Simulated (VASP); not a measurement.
# Mo (Im-3m) in VASP: single point with HSE06

Aim: the single point of Mo with HSE06.

Program: VASP 6.6.1. These are calculated values, not measurements. Logs are shortened: lines on timing, memory, paths and dates and some standing lists are left out, and cuts for length are marked.

### 1 The cell of the first run

Symmetry: Im-3m, No. 229, cubic system. Conventional cell: a = 3.163 Å, b = 3.163 Å, c = 3.163 Å, α = 90.00°, β = 90.00°, γ = 90.00°. Mo (site symmetry m-3m) has 14 Mo at 2.74 to 3.16 Å within 3.6 Å.

### 2 Single point, HSE06

POSCAR reads:

```
Mo
1.0
   -1.5813793944      1.5813793944      1.5813793944
    1.5813793944     -1.5813793944      1.5813793944
    1.5813793944      1.5813793944     -1.5813793944
Mo
1
Direct
    0.0000000000      0.0000000000      0.0000000000
```

INCAR.step1 reads:

```
SYSTEM = Mo
PREC = Accurate ; ENCUT = 520
EDIFF = 1E-5 ; ISMEAR = -1
SIGMA = 0.1 ; LREAL = .FALSE.
LASPH = .TRUE. ; NELM = 80
ALGO = Normal ; ISIF = 2
LWAVE = .TRUE. ; LCHARG = .FALSE.
NBANDS = 13 ; GGA = PE
```

INCAR.step2 reads:

```
SYSTEM = Mo
PREC = Accurate ; ENCUT = 520
EDIFF = 1E-6 ; ISMEAR = -1
SIGMA = 0.1 ; LREAL = .FALSE.
LASPH = .TRUE. ; NELM = 80
ALGO = Normal ; ISIF = 2
LWAVE = .FALSE. ; LCHARG = .FALSE.
GGA = PE ; LHFCALC = .TRUE.
HFSCREEN = 0.2079 ; PRECFOCK = Normal
NBANDS = 13 ; ISTART = 1
```

KPOINTS reads:

```
regular mesh
0
G
  7 7 7
  0 0 0
```

Potentials or basis: VASP PAW PBE potentials, release 64 (Mo_sv).

Run with:

```
> cat potpaw_PBE.64/Mo_sv/POTCAR > POTCAR
> cp INCAR.step1 INCAR
> mpirun -np 1 vasp_std > vasp.out
> cp INCAR.step2 INCAR
> mpirun -np 1 vasp_std > vasp.out
```

OUTCAR:

```text
SYSTEM = Mo
   PREC = Accurate
   ENCUT = 520
   EDIFF = 1E-6
   ISMEAR = -1
   LREAL = .FALSE.
   LASPH = .TRUE.
   NELM = 80
   ISIF = 2
   GGA = PE
   LHFCALC = .TRUE.
   HFSCREEN = 0.2079
   PRECFOCK = Normal
   ISTART = 1

 ion  position               nearest neighbor table
   1  0.000  0.000  0.000-

  LATTYP: Found a body centered cubic cell.
 ALAT       =     3.1627587888

  Lattice vectors:

 A1 = (  -1.5813793944,   1.5813793944,   1.5813793944)
 A2 = (   1.5813793944,  -1.5813793944,   1.5813793944)
 A3 = (   1.5813793944,   1.5813793944,  -1.5813793944)

Analysis of symmetry for initial positions (statically):
=====================================================================
 Subroutine PRICEL returns:
 Original cell was already a primitive cell.

 Routine SETGRP: Setting up the symmetry group for a
 body centered cubic supercell.

 Subroutine GETGRP returns: Found 48 space group operations
 (whereof 48 operations were pure point group operations)
 out of a pool of 48 trial point group operations.

The static configuration has the point symmetry O_h .

Analysis of symmetry for dynamics (positions and initial velocities):
=====================================================================
 Subroutine PRICEL returns:
 Original cell was already a primitive cell.

 Routine SETGRP: Setting up the symmetry group for a
 body centered cubic supercell.

 Subroutine GETGRP returns: Found 48 space group operations
 (whereof 48 operations were pure point group operations)
 out of a pool of 48 trial point group operations.

The dynamic configuration has the point symmetry O_h .

 Subroutine INISYM returns: Found 48 space group operations
 (whereof 48 operations are pure point group operations),
 and found     1 'primitive' translations

----------------------------------------------------------------------------------------

                                     Primitive cell

  volume of cell :      15.8186

  direct lattice vectors                    reciprocal lattice vectors
    -1.581379394  1.581379394  1.581379394     0.000000000  0.316179660  0.316179660
     1.581379394 -1.581379394  1.581379394     0.316179660  0.000000000  0.316179660
     1.581379394  1.581379394 -1.581379394     0.316179660  0.316179660  0.000000000

  length of vectors
     2.739029457  2.739029457  2.739029457     0.447145564  0.447145564  0.447145564

[... 86 lines left out ...]
   EMIN   =  10.00;   EMAX   =-10.00  energy-range for DOS
   EFERMI =   0.00;   METHOD = LEGACY
   ISMEAR =    -1;   SIGMA  =   0.10  broadening in eV -4-tet -1-fermi 0-gaus
   EFERMI_NEDOS =   21; number of points for ismear=-14 and -15
   IALGO  =     38    algorithm
   IMIX   =      1    mixing-type and parameters
     AMIX     =   0.40;   BMIX     =  1.00
     AMIX_MAG =   1.60;   BMIX_MAG =  1.00
  volume/ion in A,a.u.               =      15.82       106.75
  Fermi-wavevector in a.u.,A,eV,Ry     =   1.571791  2.970254 33.613556  2.470527
  Thomas-Fermi vector in A             =   2.673322
   LORBIT       =      0    0 simple, 1 ext, 2 COOP (PROOUT), +10 PAW based schemes
   GGA     = PE    functional components
   LHFCALC =     T    Hartree Fock is set to
   PRECFOCK=normal    Normal, Fast or Accurate (Low or Medium for compatibility)
   ENCUT4O =  -1.0   cutoff for four orbital integrals eV
   NKREDX  =     1    reduce k-point grid by
   NKREDY  =     1    reduce k-point grid by
   NKREDZ  =     1    reduce k-point grid by
   AEXX    =    0.2500 exact exchange contribution
   HFSCREEN=    0.2079 screening length (either q_TF or 0.3 A-1)
   HFSCREENC=   0.2079 screening length for correlation (either q_TF or 0.3 A-1)
   ENCUTFOCK=  -1.0 apply spherical cutoff to Coloumb kernel
   IVDW    =     0    specifies the selected vdW correction
   LEPSILON=     F    determine dielectric tensor
   LRPA    =     F    only Hartree local field effects (RPA)
 non-spin polarized calculation
  energy-cutoff  :      520.00
  volume of cell :       15.82
 maximum number of plane-waves:       438
  NGX = 16; NGY = 16; NGZ = 16

 number of electron      14.0000004 magnetization

 Free energy of the ion-electron system (eV)
  ---------------------------------------------------
  ext. energy  EPLUGINS =         0.00000000
  ---------------------------------------------------
  free energy    TOTEN  =       -12.84772224 eV

  energy without entropy =      -12.82179906  energy(sigma->0) =      -12.83476065

 E-fermi :  12.3119     XC(G=0): -10.8662

 val. band max:       12.2504848459   @ k =  -0.4286   0.4286   0.2857
 cond. band min:      12.3553866100   @ k =  -0.4286  -0.4286   0.2857
 fundamental gap:      0.1049017641
 Fermi energy:        12.3119397783

 k-point     1 :       0.0000    0.0000    0.0000
  band No.  band energies     occupation
      1     -53.1764      2.00000
      2     -24.9330      2.00000
      3     -24.9330      2.00000
      4     -24.9330      2.00000
      5       3.9543      2.00000
      6      10.6183      2.00000
      7      10.6183      2.00000
      8      10.6183      2.00000
      9      14.7199      0.00000
     10      14.7199      0.00000
     11      27.9936      0.00000
     12      27.9936      0.00000
     13      27.9936      0.00000
[... 290 lines left out ...]
  band No.  band energies     occupation
      1     -52.7096      2.00000
      2     -25.9736      2.00000
      3     -25.9155      2.00000
      4     -25.9155      2.00000
      5       6.5302      2.00000
      6       6.6581      2.00000
      7      15.5536      0.00000
      8      15.5536      0.00000
      9      16.3594      0.00000
     10      20.7973      0.00000
     11      23.6609      0.00000
     12      23.6609      0.00000
     13      32.8287      0.00000

------------------------ aborting loop because EDIFF is reached ----------------------------------------

  FORCE on cell =-STRESS in cart. coord.  units (eV):
  Direction    XX          YY          ZZ          XY          YZ          ZX
  --------------------------------------------------------------------------------------
  -------------------------------------------------------------------------------------
  Total       -0.5834778     -0.5834778     -0.5834778     -0.0000000     -0.0000000      0.0000000
  in kB      -59.0971762    -59.0971762    -59.0971762     -0.0000000     -0.0000000      0.0000000
  external PRESSURE =     -59.0971762 kB  Pullay stress =       0.0000000 kB

 VOLUME and BASIS-vectors are now :
 -----------------------------------------------------------------------------
  energy-cutoff  :      520.00
  volume of cell :       15.82
      direct lattice vectors                 reciprocal lattice vectors
    -1.581379394  1.581379394  1.581379394     0.000000000  0.316179660  0.316179660
     1.581379394 -1.581379394  1.581379394     0.316179660  0.000000000  0.316179660
     1.581379394  1.581379394 -1.581379394     0.316179660  0.316179660  0.000000000

 POSITION                                       TOTAL-FORCE (eV/Angst)
 -----------------------------------------------------------------------------------
      0.00000      0.00000      0.00000        -0.000000     -0.000000      0.000000
 -----------------------------------------------------------------------------------
    total drift:                               -0.000000      0.000000      0.000000

  FREE ENERGIE OF THE ION-ELECTRON SYSTEM (eV)
  ---------------------------------------------------
  free  energy   TOTEN  =       -12.8477222394 eV

  energy  without entropy=      -12.8217990642  energy(sigma->0) =      -12.83476065
```

OUTCAR.step1:

```text
SYSTEM = Mo
   PREC = Accurate
   ENCUT = 520
   EDIFF = 1E-5
   ISMEAR = -1
   LREAL = .FALSE.
[... 530 lines left out ...]
 -----------------------------------------------------------------------------------
      0.00000      0.00000      0.00000         0.000000      0.000000      0.000000
 -----------------------------------------------------------------------------------
    total drift:                                0.000000     -0.000000      0.000000

  FREE ENERGIE OF THE ION-ELECTRON SYSTEM (eV)
  ---------------------------------------------------
  free  energy   TOTEN  =       -10.9183683424 eV

  energy  without entropy=      -10.8848051362  energy(sigma->0) =      -10.90158674
```

It took 27 min on 1 thread of Oxide Virtual Turin-like, shared host; peak memory 0.2 GiB.

Results:

```yaml
Free_energy: -12.8477 eV
Pressure: -5.9 GPa
Band_gap_on_the_k_mesh: zero (bands 7 and 8 overlap by 4.94 eV)
```

Caveat: the k points lie up to 0.40 Å⁻¹ apart, too coarse for converged energies and pressures of a metal; the PAW data sets were made with another functional, which shifts forces and pressure a little.

The gap in the log of VASP goes by the Fermi energy; the results here count the filled bands.